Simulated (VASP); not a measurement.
Write the native input for VASP 6.6.1 that does the following.

- Task: single point
- Functional: PBE
- Potentials or basis: VASP PAW PBE potentials, release 64 (Cu, W_sv)
- Cutoff: 520 eV
- k mesh: 6 × 6 × 6
- Occupations: gaussian, width 0.1 eV
- Spin: no spin polarisation
- Dipole correction: no
- Further INCAR settings: ALGO = Normal; EDIFF = 1e-06; NBANDS = 25

The structure of Cu2W lies in POSCAR:

```
Cu2W
1.0
    0.0000000000      2.5964167200      2.5964167200
    2.5964167200      0.0000000000      2.5964167200
    2.5964167200      2.5964167200      0.0000000000
Cu W
2 1
Direct
    0.2500000000      0.2500000000      0.2500000000
    0.7500000000      0.7500000000      0.7500000000
    0.0000000000      0.0000000000      0.0000000000
```

These files were run (other wordings do the same):

INCAR

```
PREC     = Accurate       # precision mode
ENCUT    = 520            # plane-wave cutoff, eV
EDIFF    = 1E-6           # SCF threshold, eV
ISMEAR   = 0              # smearing method
SIGMA    = 0.1            # smearing width, eV
LREAL    = False          # projectors in reciprocal space
LASPH    = True           # aspherical terms in the spheres
NELM     = 60             # most SCF steps
ALGO     = Normal         # electronic algorithm
ISIF     = 2              # what is computed and relaxed
LWAVE    = False          # write WAVECAR
LCHARG   = True           # write CHGCAR
GGA      = PE             # functional
LELF     = True           # ELF
LVHAR    = True         
NBANDS   = 25             # bands
```

KPOINTS

```
Automatic mesh
0
Gamma
  6 6 6
```

Potentials or basis: VASP PAW PBE potentials, release 64 (Cu, W_sv).

Command:

```console
$ cat potpaw_PBE.64/Cu/POTCAR potpaw_PBE.64/W_sv/POTCAR > POTCAR
$ mpirun -np 1 vasp_std > vasp.out
```

Results of the run:

```
Pressure               : 102.7 GPa
Band gap on the k mesh : zero (band 18 reaches 11.30 eV, above the bottom of band 19 at 10.83 eV)
```

Caveat: spin-orbit coupling is left out, which moves the levels of the heavy elements.

It took 9.7 s on 1 thread of Intel(R) Xeon(R) 6975P-C (Granite Rapids), with other jobs on the host, peak memory 0.16 GiB.
